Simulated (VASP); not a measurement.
Wanted: the native input for a VASP 6.6.1 run.

| Quantity | Value |
| --- | --- |
| Task | relaxation of cell and atoms |
| Functional | r2SCAN |
| Potentials or basis | VASP PAW PBE potentials, release 64 (Be) |
| Cutoff | 600 eV |
| k mesh | 21 × 21 × 12 |
| Occupations | fermi-dirac, width 0.15 eV |
| Spin | no spin polarisation |
| Dipole correction | no |
| Further INCAR settings | ALGO = Normal; EDIFF = 1e-07; IBRION = 2; EDIFFG = -0.001; NSW = 80; ISIF = 3 |

Be:

```xyz
2
Lattice="2.2617 0.0000 0.0000 -1.1308 1.9587 0.0000 0.0000 0.0000 3.5692" Properties=species:S:1:pos:R:3 pbc="T T T"
Be    0.0000    1.3058    0.8923
Be    1.1308    0.6529    2.6769
```

One way to write it, as run:

POSCAR

```
Be
1.0
    2.2616611072      0.0000000000      0.0000000000
   -1.1308305536      1.9586559735      0.0000000000
    0.0000000000      0.0000000000      3.5691603058
Be
2
Direct
    0.3333333333      0.6666666667      0.2500000000
    0.6666666667      0.3333333333      0.7500000000
```

INCAR.step1

```
SYSTEM = Be
ALGO     = Normal         ! electronic algorithm
EDIFF    = 1E-4           ! SCF threshold, eV
ENCUT    = 600            ! plane-wave cutoff, eV
GGA      = PE             ! functional
ISMEAR   = -1             ! smearing method
LASPH    = .True.         ! aspherical terms in the spheres
LCHARG   = .False.        ! write CHGCAR
LREAL    = .False.        ! projectors in reciprocal space
LWAVE    = .True.         ! write WAVECAR
NELM     = 60             ! most SCF steps
PREC     = Accurate       ! precision mode
SIGMA    = 0.15           ! smearing width, eV
```

INCAR.step2

```
SYSTEM = Be
ALGO     = Normal         ! electronic algorithm
EDIFF    = 1E-7           ! SCF threshold, eV
EDIFFG   = -0.001         ! ionic threshold
ENCUT    = 600            ! plane-wave cutoff, eV
IBRION   = 2              ! ionic algorithm
ISIF     = 3              ! what is computed and relaxed
ISMEAR   = -1             ! smearing method
ISTART   = 1            
LASPH    = .True.         ! aspherical terms in the spheres
LCHARG   = .False.        ! write CHGCAR
LMIXTAU  = .True.       
LREAL    = .False.        ! projectors in reciprocal space
LWAVE    = .False.        ! write WAVECAR
METAGGA  = R2SCAN         ! meta-GGA
NELM     = 60             ! most SCF steps
NSW      = 80             ! ionic steps
PREC     = Accurate       ! precision mode
SIGMA    = 0.15           ! smearing width, eV
```

KPOINTS

```
k-points
0
Gamma
  21 21 12
  0 0 0
```

Potentials or basis: VASP PAW PBE potentials, release 64 (Be).

Command:

```sh
$ cat potpaw_PBE.64/Be/POTCAR > POTCAR
$ cp INCAR.step1 INCAR
$ mpirun -np 1 vasp_std > vasp.out
$ cp INCAR.step2 INCAR
$ mpirun -np 1 vasp_std > vasp.out
```

It gave:

The relaxed volume is 7.92 Å³/atom. The relaxed cell is a = 2.264 Å, b = 2.264 Å, c = 3.570 Å, α = 90.00°, β = 90.00°, γ = 120.00°. The space group after relaxing (to 0.05 Å) is P6_3/mmc (No. 194), the energy gained by relaxing is 0.0 meV/atom and the ionic steps are 4. The pressure after relaxing is 0.0 GPa and the band gap on the k mesh is zero (band 2 reaches 8.20 eV, above the bottom of band 3 at 5.98 eV).

Caveat: the PAW data sets were made with another functional, which shifts forces and pressure a little.

Run time: 2 min on 1 thread of Intel(R) Xeon(R) 6975P-C (Granite Rapids), on a shared host, peak memory 0.15 GiB.
